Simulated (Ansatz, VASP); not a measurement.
# NbRe3Pd: VASP beside Ansatz

```
Nb Re Pd
1.0
     4.62402    0.00000    0.00000
     0.00000    4.62402    0.00000
     0.00000    0.00000    4.62402
Nb Re Pd
1 3 1
Direct
  0.00000 0.00000 0.00000
  0.00000 0.50000 0.50000
  0.50000 0.00000 0.50000
  0.50000 0.50000 0.00000
  0.50000 0.50000 0.50000
```

Alike in both runs: functional PBE; k mesh 4 × 4 × 4; occupations gaussian, width 0.1 eV; no spin polarisation.

Ansatz relaxed the structure, and its values are those at the end. VASP's run is a single point on that final structure, the one shown.

|  | VASP | Ansatz |
| --- | --- | --- |
| version | VASP 6.6.1 | Ansatz 0.2.0 |
| potentials or method | VASP PAW PBE potentials, release 64 (Nb_sv, Re_sv_GW, Pd_sv_GW), cutoff 630 eV | scalar-relativistic, plane waves, PAW |
| valence electrons in the cell | 76 | 76 |

VASP gave:

* gap on the k mesh at the Fermi level (eV): none
* pressure (GPa): 0.0

What did Ansatz give for the same quantities?

gap on the k mesh at the Fermi level (eV): none; pressure (GPa): 0.2.

A gap of «none» marks a metal or a gap that the smearing closes.

Spin-orbit coupling is off throughout.
